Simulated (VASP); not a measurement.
# HfC (Fm-3m) in VASP: further runs, part 2 of 3

VASP 6.6.1. The steps go on from the part before.

### Step 3. Electric field gradients, PBE (volume scaled by 0.65)

File INCAR:

```
SYSTEM = HfC
PREC = Accurate
ENCUT = 520
EDIFF = 1E-8
ISMEAR = -1
SIGMA = 0.05
LREAL = .False.
LASPH = .True.
NELM = 80
ALGO = Normal
ISIF = 2
LWAVE = .False.
LCHARG = .False.
GGA = PE
LEFG = .True.
NBANDS = 14
```

File KPOINTS:

```
regular mesh
0
Gamma
  13 13 13
  0 0 0
```

File POSCAR:

```
HfC
1.0
    0.0000000000      2.0071962782      2.0071962782
    2.0071962782      0.0000000000      2.0071962782
    2.0071962782      2.0071962782      0.0000000000
Hf C
1 1
Direct
    0.0000000000      0.0000000000      0.0000000000
    0.5000000000      0.5000000000      0.5000000000
```

Potentials or basis: VASP PAW PBE potentials, release 64 (Hf_pv, C).

Run with:

```bash
$ cat potpaw_PBE.64/Hf_pv/POTCAR potpaw_PBE.64/C/POTCAR > POTCAR
$ mpirun -np 1 vasp_std > vasp.out
```

OUTCAR:

```text
SYSTEM = HfC
   PREC = Accurate
   ENCUT = 520
   EDIFF = 1E-8
   ISMEAR = -1
   LREAL = .False.
   LASPH = .True.
   NELM = 80
   ISIF = 2
   GGA = PE

 ion  position               nearest neighbor table
   1  0.000  0.000  0.000-   2 2.01   2 2.01   2 2.01   2 2.01   2 2.01   2 2.01
   2  0.500  0.500  0.500-   1 2.01   1 2.01   1 2.01   1 2.01   1 2.01   1 2.01

  LATTYP: Found a face centered cubic cell.
 ALAT       =     4.0143925564

  Lattice vectors:

 A1 = (   0.0000000000,   2.0071962782,   2.0071962782)
 A2 = (   2.0071962782,   0.0000000000,   2.0071962782)
 A3 = (   2.0071962782,   2.0071962782,   0.0000000000)

Analysis of symmetry for initial positions (statically):
=====================================================================
 Subroutine PRICEL returns:
 Original cell was already a primitive cell.

 Routine SETGRP: Setting up the symmetry group for a
 face centered cubic supercell.

 Subroutine GETGRP returns: Found 48 space group operations
 (whereof 48 operations were pure point group operations)
 out of a pool of 48 trial point group operations.

The static configuration has the point symmetry O_h .

Analysis of symmetry for dynamics (positions and initial velocities):
=====================================================================
 Subroutine PRICEL returns:
 Original cell was already a primitive cell.

 Routine SETGRP: Setting up the symmetry group for a
 face centered cubic supercell.

 Subroutine GETGRP returns: Found 48 space group operations
 (whereof 48 operations were pure point group operations)
 out of a pool of 48 trial point group operations.

The dynamic configuration has the point symmetry O_h .

 Subroutine INISYM returns: Found 48 space group operations
 (whereof 48 operations are pure point group operations),
 and found     1 'primitive' translations

----------------------------------------------------------------------------------------

                                     Primitive cell

  volume of cell :      16.1733

  direct lattice vectors                    reciprocal lattice vectors
     0.000000000  2.007196278  2.007196278    -0.249103690  0.249103690  0.249103690
     2.007196278  0.000000000  2.007196278     0.249103690 -0.249103690  0.249103690
     2.007196278  2.007196278  0.000000000     0.249103690  0.249103690 -0.249103690

  length of vectors
     2.838604199  2.838604199  2.838604199     0.431460248  0.431460248  0.431460248

  position of ions in fractional coordinates (direct lattice)
     0.000000000  0.000000000  0.000000000
     0.500000000  0.500000000  0.500000000

  ion indices of the primitive-cell ions
   primitive index   ion index
                 1           1
                 2           2

----------------------------------------------------------------------------------------

 KPOINTS: regular mesh

Automatic generation of k-mesh.
 Grid dimensions read from file:
 generate k-points for:   13   13   13

 Generating k-lattice:
[... 80 lines left out ...]
   IMIX   =      4    mixing-type and parameters
     AMIX     =   0.40;   BMIX     =  1.00
     AMIX_MAG =   1.60;   BMIX_MAG =  1.00
  volume/ion in A,a.u.               =       8.09        54.57
  Fermi-wavevector in a.u.,A,eV,Ry     =   1.560215  2.948378 33.120248  2.434270
  Thomas-Fermi vector in A             =   2.663459
   LORBIT       =      0    0 simple, 1 ext, 2 COOP (PROOUT), +10 PAW based schemes
   GGA     = PE    functional components
   LHFCALC =     F    Hartree Fock is set to
   AEXX    =    0.0000 exact exchange contribution
   IVDW    =     0    specifies the selected vdW correction
   LEPSILON=     F    determine dielectric tensor
   LRPA    =     F    only Hartree local field effects (RPA)
 non-spin polarized calculation
  energy-cutoff  :      520.00
  volume of cell :       16.17
 maximum number of plane-waves:       445
 NGX is ok and might be reduce to    24
   NGX = 11   NGY = 11   NGZ = 11

 number of electron      14.0000001 magnetization

 Free energy of the ion-electron system (eV)
  ---------------------------------------------------
  ext. energy  EPLUGINS =         0.00000000
  ---------------------------------------------------
  free energy    TOTEN  =       -16.19139523 eV

  energy without entropy =      -16.18896173  energy(sigma->0) =      -16.19017848

 E-fermi :  10.0873     XC(G=0): -14.6290

 val. band max:       10.0718403168   @ k =   0.0769   0.0769   0.0000
 cond. band min:      10.1794460858   @ k =   0.2308   0.1538   0.0000
 fundamental gap:      0.1076057690
 Fermi energy:        10.0872775013

 k-point     1 :       0.0000    0.0000    0.0000
  band No.  band energies     occupation
      1     -17.5796      2.00000
      2     -17.5796      2.00000
      3     -17.5796      2.00000
      4      -4.4145      2.00000
      5      11.0865      0.00000
      6      11.0865      0.00000
      7      11.0865      0.00000
      8      11.1731      0.00000
      9      11.1731      0.00000
     10      11.1731      0.00000
     11      14.6347      0.00000
     12      14.6347      0.00000
     13      22.1705      0.00000
     14      22.8600      0.00000
[... 377 lines left out ...]
      1     -20.2282      2.00000
      2     -18.2050      2.00000
      3     -18.0205      2.00000
      4       0.3744      2.00000
      5       3.3332      2.00000
      6       6.1476      2.00000
      7       6.4411      2.00000
      8      13.4127      0.00000
      9      18.5636      0.00000
     10      19.0488      0.00000
     11      22.0784      0.00000
     12      24.1007      0.00000
     13      26.1324      0.00000
     14      28.0702      0.00000

 [... further k-points ...]

------------------------ aborting loop because EDIFF is reached ----------------------------------------

  FORCE on cell =-STRESS in cart. coord.  units (eV):
  Direction    XX          YY          ZZ          XY          YZ          ZX
  --------------------------------------------------------------------------------------
  -------------------------------------------------------------------------------------
  Total       25.2971716     25.2971716     25.2971716     -0.0000000      0.0000000     -0.0000000
  in kB     2506.0112994   2506.0112994   2506.0112994     -0.0000000      0.0000000     -0.0000000
  external PRESSURE =    2506.0112994 kB  Pullay stress =       0.0000000 kB

 VOLUME and BASIS-vectors are now :
 -----------------------------------------------------------------------------
  energy-cutoff  :      520.00
  volume of cell :       16.17
      direct lattice vectors                 reciprocal lattice vectors
     0.000000000  2.007196278  2.007196278    -0.249103690  0.249103690  0.249103690
     2.007196278  0.000000000  2.007196278     0.249103690 -0.249103690  0.249103690
     2.007196278  2.007196278  0.000000000     0.249103690  0.249103690 -0.249103690

 POSITION                                       TOTAL-FORCE (eV/Angst)
 -----------------------------------------------------------------------------------
      0.00000      0.00000      0.00000         0.000000      0.000000      0.000000
      2.00720      2.00720      2.00720         0.000000      0.000000     -0.000000
 -----------------------------------------------------------------------------------
    total drift:                                0.000000     -0.000000     -0.000000

  FREE ENERGIE OF THE ION-ELECTRON SYSTEM (eV)
  ---------------------------------------------------
  free  energy   TOTEN  =       -16.1913952342 eV

  energy  without entropy=      -16.1889617328  energy(sigma->0) =      -16.19017848

 Electric field gradients (V/A^2)
---------------------------------------------------------------------
 ion       V_xx      V_yy      V_zz      V_xy      V_xz      V_yz
---------------------------------------------------------------------
   1      -0.000    -0.000     0.000    -0.000    -0.000    -0.000
   2      -0.000     0.000     0.000    -0.000    -0.000    -0.000
---------------------------------------------------------------------

 Electric field gradients after diagonalization (V/A^2)
 (convention: |V_zz| > |V_xx| > |V_yy|)
----------------------------------------------------------------------
 ion       V_xx      V_yy      V_zz     asymmetry (V_yy - V_xx)/ V_zz
----------------------------------------------------------------------
   1       0.000     0.000    -0.000       0.000
   2       0.000     0.000    -0.000       0.000
----------------------------------------------------------------------

           NMR quadrupolar parameters

 Cq : quadrupolar parameter    Cq=e*Q*V_zz/h
 eta: asymmetry parameters     (V_yy - V_xx)/ V_zz
 Q  : nuclear electric quadrupole moment in mb (millibarn)
----------------------------------------------------------------------
 ion       Cq(MHz)       eta       Q (mb)
----------------------------------------------------------------------
   1      -0.000       0.000       1.000
   2      -0.000       0.000       1.000
----------------------------------------------------------------------
```

stdout:

```text
POSCAR found type information on POSCAR HfC
 POSCAR found :  2 types and       2 ions
 scaLAPACK will be used
 LDA part: xc-table for (Slater+PW92), standard interpolation
 POSCAR, INCAR and KPOINTS ok, starting setup
 FFT: planning ... GRIDC
 FFT: planning ... GRID_SOFT
 FFT: planning ... GRID
 WAVECAR not read
 entering main loop
ion   1

ion   2
```

It took 29 s on 1 thread of Intel Xeon 8259CL, shared host; peak memory 0.16 GiB.

Results:

```
Free energy            : -16.1914 eV
Pressure               : 250.6 GPa
Band gap on the k mesh : zero (band 7 reaches 11.09 eV, above the bottom of band 8 at 9.52 eV)
```

Caveat: the cell differs from its parent crystal (volume scaled by 0.65); without QUAD_EFG the Cq values of the log hold for a quadrupole moment of 1 mb, not for the nuclei; spin-orbit coupling is left out, which moves the levels of the heavy elements.

### Step 4. Electric field gradients, PBE (volume scaled by 0.85)

File INCAR:

```
  PREC = Accurate
  ENCUT = 520
  EDIFF = 1E-8
  ISMEAR = -1
  SIGMA = 0.05
  LREAL = False
  LASPH = True
  NELM = 100
  ALGO = Normal
  ISIF = 2
  LWAVE = False
  LCHARG = False
  GGA = PE
  LEFG = True
  NBANDS = 14
```

File KPOINTS:

```
regular mesh
0
Gamma
  13 13 13
```

File POSCAR:

```
HfC
1.0
    0.0000000000      2.1949520270      2.1949520270
    2.1949520270      0.0000000000      2.1949520270
    2.1949520270      2.1949520270      0.0000000000
Hf C
1 1
Direct
    0.0000000000      0.0000000000      0.0000000000
    0.5000000000      0.5000000000      0.5000000000
```

Potentials or basis: VASP PAW PBE potentials, release 64 (Hf_pv, C).

Run with:

```bash
$ cat potpaw_PBE.64/Hf_pv/POTCAR potpaw_PBE.64/C/POTCAR > POTCAR
$ mpirun -np 1 vasp_std > vasp.out
```

OUTCAR:

```text
PREC = Accurate
   ENCUT = 520
   EDIFF = 1E-8
   ISMEAR = -1
   LREAL = False
   LASPH = True
   NELM = 100
   ISIF = 2
   GGA = PE

 ion  position               nearest neighbor table
   1  0.000  0.000  0.000-   2 2.19   2 2.19   2 2.19   2 2.19   2 2.19   2 2.19
   2  0.500  0.500  0.500-   1 2.19   1 2.19   1 2.19   1 2.19   1 2.19   1 2.19

  LATTYP: Found a face centered cubic cell.
 ALAT       =     4.3899040540

  Lattice vectors:

 A1 = (   0.0000000000,   2.1949520270,   2.1949520270)
 A2 = (   2.1949520270,   0.0000000000,   2.1949520270)
 A3 = (   2.1949520270,   2.1949520270,   0.0000000000)

Analysis of symmetry for initial positions (statically):
[... 617 lines left out ...]
  free  energy   TOTEN  =       -20.4314496157 eV

  energy  without entropy=      -20.4290236255  energy(sigma->0) =      -20.43023662

 Electric field gradients (V/A^2)
---------------------------------------------------------------------
 ion       V_xx      V_yy      V_zz      V_xy      V_xz      V_yz
---------------------------------------------------------------------
   1      -0.000     0.000    -0.000    -0.000    -0.000    -0.000
   2      -0.000    -0.000    -0.000     0.000     0.000     0.000
---------------------------------------------------------------------

 Electric field gradients after diagonalization (V/A^2)
 (convention: |V_zz| > |V_xx| > |V_yy|)
----------------------------------------------------------------------
 ion       V_xx      V_yy      V_zz     asymmetry (V_yy - V_xx)/ V_zz
----------------------------------------------------------------------
   1       0.000     0.000    -0.000       0.000
   2      -0.000    -0.000     0.000       0.000
----------------------------------------------------------------------

           NMR quadrupolar parameters

 Cq : quadrupolar parameter    Cq=e*Q*V_zz/h
 eta: asymmetry parameters     (V_yy - V_xx)/ V_zz
 Q  : nuclear electric quadrupole moment in mb (millibarn)
----------------------------------------------------------------------
 ion       Cq(MHz)       eta       Q (mb)
----------------------------------------------------------------------
   1      -0.000       0.000       1.000
   2       0.000       0.000       1.000
----------------------------------------------------------------------
```

OSZICAR:

```text
N       E                     dE             d eps       ncg     rms          rms(c)
DAV:   1     0.293528213004E+02    0.29353E+02   -0.75197E+03  2360   0.982E+02
DAV:   2    -0.219750635315E+02   -0.51328E+02   -0.47869E+02  2922   0.212E+02
DAV:   3    -0.234543748639E+02   -0.14793E+01   -0.14747E+01  2942   0.270E+01
DAV:   4    -0.234591621457E+02   -0.47873E-02   -0.47870E-02  2706   0.189E+00
DAV:   5    -0.234591819339E+02   -0.19788E-04   -0.19788E-04  2926   0.110E-01    0.779E+01
DAV:   6    -0.204100339940E+02    0.30491E+01   -0.10550E+01  2802   0.183E+01    0.537E+01
DAV:   7    -0.204371009612E+02   -0.27067E-01   -0.72889E-01  2976   0.512E+00    0.237E+01
DAV:   8    -0.204340768167E+02    0.30241E-02   -0.29473E-02  2778   0.111E+00    0.274E+00
DAV:   9    -0.204318857477E+02    0.21911E-02   -0.14311E-02  2868   0.602E-01    0.129E+00
DAV:  10    -0.204314462922E+02    0.43946E-03   -0.13265E-03  2766   0.253E-01    0.378E-02
DAV:  11    -0.204314501983E+02   -0.39060E-05   -0.57434E-05  2820   0.630E-02    0.150E-02
DAV:  12    -0.204314492392E+02    0.95905E-06   -0.29029E-06  2898   0.145E-02    0.514E-02
DAV:  13    -0.204314495559E+02   -0.31668E-06   -0.40690E-07  2886   0.566E-03    0.762E-03
DAV:  14    -0.204314496174E+02   -0.61481E-07   -0.41539E-08  2886   0.174E-03    0.433E-04
DAV:  15    -0.204314496157E+02    0.16871E-08   -0.15664E-09  1644   0.366E-04
   1 F= -.20431450E+02 E0= -.20430237E+02  d E =-.242599E-02
```

Run time: 36 s. Hardware: 1 thread of Intel Xeon 8259CL, shared host; peak memory 0.16 GiB.

Results:

| Quantity | Value |
| --- | --- |
| Free energy | -20.4314 eV |
| Pressure | 57.6 GPa |
| Band gap on the k mesh | zero (band 7 reaches 8.46 eV, above the bottom of band 8 at 6.93 eV) |

Caveat: the cell differs from its parent crystal (volume scaled by 0.85); without QUAD_EFG the Cq values of the log hold for a quadrupole moment of 1 mb, not for the nuclei; spin-orbit coupling is left out, which moves the levels of the heavy elements.

### Step 5. Electric field gradients, PBE

This run uses another cell than the first one, of 12.44 Å³/atom, 1.667 times its volume.

File INCAR:

```
SYSTEM = HfC
PREC     = Accurate       ! precision mode
ENCUT    = 520            ! plane-wave cutoff, eV
EDIFF    = 1E-8           ! SCF threshold, eV
ISMEAR   = -1             ! smearing method
SIGMA    = 0.05           ! smearing width, eV
LREAL    = .False.        ! projectors in reciprocal space
LASPH    = .True.         ! aspherical terms in the spheres
NELM     = 100            ! most SCF steps
ALGO     = Normal         ! electronic algorithm
ISIF     = 2              ! what is computed and relaxed
LWAVE    = .False.        ! write WAVECAR
LCHARG   = .False.        ! write CHGCAR
GGA      = PE             ! functional
LEFG     = .True.       
NBANDS   = 14             ! bands
```

File KPOINTS:

```
Automatic mesh
0
Gamma
  13 13 13
  0 0 0
```

File POSCAR:

```
HfC
1.0
    0.0000000000      2.3171388429      2.3171388429
    2.3171388429      0.0000000000      2.3171388429
    2.3171388429      2.3171388429      0.0000000000
Hf C
1 1
Direct
    0.0000000000      0.0000000000      0.0000000000
    0.5000000000      0.5000000000      0.5000000000
```

Potentials or basis: VASP PAW PBE potentials, release 64 (Hf_pv, C).

Run with:

```bash
$ cat potpaw_PBE.64/Hf_pv/POTCAR potpaw_PBE.64/C/POTCAR > POTCAR
$ mpirun -np 1 vasp_std > vasp.out
```

OUTCAR:

```text
SYSTEM = HfC
   PREC = Accurate
   ENCUT = 520
   EDIFF = 1E-8
   ISMEAR = -1
   LREAL = .False.
   LASPH = .True.
   NELM = 100
   ISIF = 2
   GGA = PE

 ion  position               nearest neighbor table
   1  0.000  0.000  0.000-   2 2.32   2 2.32   2 2.32   2 2.32   2 2.32   2 2.32
   2  0.500  0.500  0.500-   1 2.32   1 2.32   1 2.32   1 2.32   1 2.32   1 2.32

  LATTYP: Found a face centered cubic cell.
 ALAT       =     4.6342776858

  Lattice vectors:

 A1 = (   0.0000000000,   2.3171388429,   2.3171388429)
[... 620 lines left out ...]
  ---------------------------------------------------
  free  energy   TOTEN  =       -21.0457219741 eV

  energy  without entropy=      -21.0434377654  energy(sigma->0) =      -21.04457987

 Electric field gradients (V/A^2)
---------------------------------------------------------------------
 ion       V_xx      V_yy      V_zz      V_xy      V_xz      V_yz
---------------------------------------------------------------------
   1       0.000    -0.000    -0.000     0.000     0.000     0.000
   2      -0.000    -0.000    -0.000     0.000     0.000     0.000
---------------------------------------------------------------------

 Electric field gradients after diagonalization (V/A^2)
 (convention: |V_zz| > |V_xx| > |V_yy|)
----------------------------------------------------------------------
 ion       V_xx      V_yy      V_zz     asymmetry (V_yy - V_xx)/ V_zz
----------------------------------------------------------------------
   1      -0.000    -0.000     0.000       0.000
   2      -0.000    -0.000     0.001       0.000
----------------------------------------------------------------------

           NMR quadrupolar parameters

 Cq : quadrupolar parameter    Cq=e*Q*V_zz/h
 eta: asymmetry parameters     (V_yy - V_xx)/ V_zz
 Q  : nuclear electric quadrupole moment in mb (millibarn)
----------------------------------------------------------------------
 ion       Cq(MHz)       eta       Q (mb)
----------------------------------------------------------------------
   1       0.000       0.000       1.000
   2       0.000       0.000       1.000
----------------------------------------------------------------------
```

stdout:

```text
POSCAR found type information on POSCAR HfC
 POSCAR found :  2 types and       2 ions
 scaLAPACK will be used
 LDA part: xc-table for (Slater+PW92), standard interpolation
 POSCAR, INCAR and KPOINTS ok, starting setup
 FFT: planning ... GRIDC
 FFT: planning ... GRID_SOFT
 FFT: planning ... GRID
 WAVECAR not read
 entering main loop
ion   1

ion   2
```

Run time: 38 s. Hardware: 1 thread of Intel Xeon 8259CL, shared host; peak memory 0.16 GiB.

Results:

| Property | Result |
| --- | --- |
| Free energy | -21.0457 eV |
| Pressure | 2.0 GPa |
| Band gap on the k mesh | zero (band 7 reaches 7.04 eV, above the bottom of band 8 at 5.64 eV) |

Caveat: without QUAD_EFG the Cq values of the log hold for a quadrupole moment of 1 mb, not for the nuclei; spin-orbit coupling is left out, which moves the levels of the heavy elements.

(Part 2 of 3 ends here.)
